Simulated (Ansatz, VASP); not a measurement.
## Ca3Zr2N: VASP beside Ansatz

File INCAR:

```
SYSTEM = Ca3Zr2N
ALGO = Normal
EDIFF = 1E-6
ENCUT = 520
GGA = PE
ISIF = 2
ISMEAR = 0
LASPH = .TRUE.
LCHARG = .FALSE.
LREAL = .FALSE.
LWAVE = .FALSE.
NBANDS = 38
NELM = 100
PREC = Accurate
SIGMA = 0.1
```

KPOINTS

```
k-points
0
G
  6 6 2
  0 0 0
```

POSCAR

```
Ca3Zr2N
1.0
    3.6056288000      0.0000000000      0.0000000000
    0.0000000000      3.6056288000      0.0000000000
    0.0000000000      0.0000000000      8.0095789700
Ca Zr N
3 2 1
Direct
    0.5000000000      0.0000000000      0.3835413500
    0.0000000000      0.5000000000      0.6164586500
    0.0000000000      0.0000000000      0.0000000000
    0.5000000000      0.0000000000      0.7398749000
    0.0000000000      0.5000000000      0.2601251000
    0.5000000000      0.5000000000      0.0000000000
```

Input for Ansatz:

```yaml
crystal:
  lattice:
    - [3.6056288, 0.0, 0.0]
    - [0.0, 3.6056288, 0.0]
    - [0.0, 0.0, 8.00957897]
  atoms:
    - { symbol: Ca, position: [0.5, 0.0, 0.38354135] }
    - { symbol: Ca, position: [0.0, 0.5, 0.61645865] }
    - { symbol: Ca, position: [0.0, 0.0, 0.0] }
    - { symbol: Zr, position: [0.5, 0.0, 0.7398749] }
    - { symbol: Zr, position: [0.0, 0.5, 0.2601251] }
    - { symbol: "N", position: [0.5, 0.5, 0.0] }
basis:
  ecutwfc: 420
kpoints:
  mp_grid: { grid: [6, 6, 2] }
hamiltonian:
  xc: pbe
scf:
  occupations: { method: gaussian, width: 0.1 }
  lower_state_search: "off"
output:
  forces: true
  stress: true
  eigenvalues: true
```

Change from the starting cell: species swapped into the Hf2GaSb3 type (P-4m2, No. 115).

Alike in both runs: task single point; functional PBE; k mesh 6 × 6 × 2; occupations gaussian, width 0.1 eV; no spin polarisation.

|  | VASP | Ansatz |
| --- | --- | --- |
| version | VASP 6.6.1 | Ansatz 0.2.0 |
| potentials or method | VASP PAW PBE potentials, release 64 (Ca_sv, Zr_sv, N), cutoff 520 eV | scalar-relativistic, plane waves, PAW |
| valence electrons in the cell | 59 | 59 |

|  | VASP | Ansatz | Ansatz less VASP |
| --- | --- | --- | --- |
| gap on the k mesh at the Fermi level (eV) | none | none | - |
| pressure (GPa) | 22.6 | 22.3 | -0.36 |
| traceless stress, the component that is largest in VASP (GPa) | 2.65 | 2.69 | +0.037 |
| rms of the force components (eV/Å) | 0.737 | 0.733 | -0.0038 |

Atom by atom the forces differ by 0.005 eV/Å (rms over components). A gap of «none» marks a metal or a gap that the smearing closes.

The k mesh is coarse, so the values compare programs but aren't converged.
